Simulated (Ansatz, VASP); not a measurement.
MgBe2Te2O in VASP and in Ansatz

```
Mg Be Te O
1.0
     3.95071    0.00000    0.00000
    -1.97535    3.42142    0.00000
     0.00000    0.00000    7.78485
Mg Be Te O
1 2 2 1
Direct
  0.00000 0.00000 0.50000
  0.33333 0.66667 0.29992
  0.66667 0.33333 0.70008
  0.33333 0.66667 0.79695
  0.66667 0.33333 0.20305
  0.00000 0.00000 0.00000
```

Change from the starting cell: species swapped into the LiCeCu2P2 type (P-3m1, No. 164).

Alike in both runs: functional PBE; k mesh 6 × 6 × 4; occupations gaussian, width 0.1 eV; no spin polarisation.

Ansatz relaxed the structure, and its values are those at the end. VASP's run is a single point on that final structure, the one shown.

|  | VASP | Ansatz |
| --- | --- | --- |
| version | VASP 6.6.1 | Ansatz 0.2.0 |
| potentials or method | VASP PAW PBE potentials, release 64 (Mg, Be, Te, O), cutoff 520 eV | scalar-relativistic, plane waves, PAW |
| valence electrons in the cell | 24 | 52 |

|  | VASP | Ansatz | Ansatz less VASP |
| --- | --- | --- | --- |
| gap on the k mesh at the Fermi level (eV) | none | none | - |
| pressure (GPa) | 0.2 | 0.2 | -0.01 |
| rms of the force components (eV/Å) | 0.018 | 0.006 | -0.0120 |

A gap of «none» marks a metal or a gap that the smearing closes. VASP's potentials hold 24 valence electrons a cell and Ansatz's 52, so a difference there can come from the potentials and not from the codes.

Neither program's run includes spin-orbit coupling.
